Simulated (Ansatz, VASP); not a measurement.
# Two plane-wave programs on Ti

```xyz
4
Lattice="2.9363 0.0000 0.0000 -1.4682 2.5429 0.0000 0.0000 0.0000 9.3621" Properties=species:S:1:pos:R:3 pbc="T T T"
Ti    0.0000    0.0000    0.0000
Ti    0.0000    0.0000    4.6810
Ti    0.0000    1.6953    7.0216
Ti    1.4682    0.8476    2.3405
```

Alike in both runs: functional PBE; k mesh 18 × 18 × 6; occupations gaussian, width 0.1 eV; no spin polarisation.

Ansatz relaxed the structure, and its values are those at the end. VASP's run is a single point on that final structure, the one shown.

|  | VASP | Ansatz |
| --- | --- | --- |
| version | VASP 6.6.1 | Ansatz 0.2.0 |
| potentials or method | VASP PAW PBE potentials, release 64 (Ti_sv), cutoff 520 eV | scalar-relativistic, plane waves, PAW |
| valence electrons in the cell | 48 | 48 |

VASP gave:

```
gap on the k mesh at the Fermi level (eV) : none
pressure (GPa)                            : -0.3
```

Problem. Which values does Ansatz return?

Solution. gap on the k mesh at the Fermi level (eV): none; pressure (GPa): 0.0.

A gap of «none» marks a metal or a gap that the smearing closes.
